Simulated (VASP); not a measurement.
# Zn: single point with LDA

Zn:

```xyz
2
Lattice="2.8247 0.0000 0.0000 -1.4123 2.4462 0.0000 0.0000 0.0000 4.9467" Properties=species:S:1:pos:R:3 pbc="T T T"
Zn    0.0000    1.6308    1.2367
Zn    1.4123    0.8154    3.7100
```

This cell differs from its parent crystal: strain +0.0600 x Voigt [1, 1, 0, 0, 0, 0].

```json
{
  "Program": "VASP 6.6.1",
  "Task": "single point",
  "Functional": "LDA",
  "Potentials or basis": "VASP PAW LDA potentials, release 64 (Zn)",
  "Cutoff": "520 eV",
  "k mesh": "21 × 21 × 10",
  "Occupations": "gaussian, width 0.15 eV",
  "Spin": "no spin polarisation",
  "Dipole correction": "no",
  "Further INCAR settings": "ALGO = Fast; EDIFF = 1e-06; NBANDS = 19"
}
```

```json
{"Pressure": "-12.7 GPa", "Band gap on the k mesh": "zero (band 12 reaches 3.32 eV, above the bottom of band 13 at -0.43 eV)"}
```

Stress tensor (GPa, compression positive):
```
-13.72   0.00   0.00
  0.00 -13.72   0.00
  0.00   0.00 -10.62
```

Levels at points of the mesh, in eV from the Fermi level:
```tsv
k point	band 9	band 10	band 11	band 12	band 13	band 14	band 15	band 16
(0.00, 0.00, 0.00)	-7.23	-7.01	-7.01	-2.81	-2.53	14.30	14.70	14.70
(0.00, 0.00, 0.50)	-7.09	-7.09	-7.09	-7.09	5.25	5.25	15.94	15.94
```

It took 2.7 min on 1 thread of AMD EPYC 9R14 (Zen 4), with other jobs on the host, peak memory 0.22 GiB.

Caveat: the cell differs from its parent crystal (strain +0.0600 x Voigt [1, 1, 0, 0, 0, 0]).
